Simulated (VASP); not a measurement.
A run of VASP 6.6.1 is set up as follows.

File INCAR:

```
PREC     = Accurate       # precision mode
ENCUT    = 600            # plane-wave cutoff, eV
EDIFF    = 1E-6           # SCF threshold, eV
ISMEAR   = -1             # smearing method
SIGMA    = 0.02           # smearing width, eV
LREAL    = False          # projectors in reciprocal space
LASPH    = True           # aspherical terms in the spheres
NELM     = 120            # most SCF steps
ALGO     = Normal         # electronic algorithm
ISIF     = 2              # what is computed and relaxed
LWAVE    = False          # write WAVECAR
LCHARG   = False          # write CHGCAR
NBANDS   = 11             # bands
GGA_COMPAT= False
```

Contents of KPOINTS:

```
Automatic mesh
0
Gamma
  8 8 8
```

File POSCAR:

```
MgO
1.0
    0.0000000000      2.1061000000      2.1061000000
    2.1061000000      0.0000000000      2.1061000000
    2.1061000000      2.1061000000      0.0000000000
Mg O
1 1
Direct
    0.0000000000      0.0000000000      0.0000000000
    0.5000000000      0.5000000000      0.5000000000
```

Potentials or basis: VASP PAW LDA potentials, release 64 (Mg, O).

Run with:

```bash
$ cat potpaw_LDA.64/Mg/POTCAR potpaw_LDA.64/O/POTCAR > POTCAR
$ mpirun -np 1 vasp_std > vasp.out
```

Estimate the band gap on the k mesh.

4.66 eV, direct.

Estimate the pressure.

-8.0 GPa.
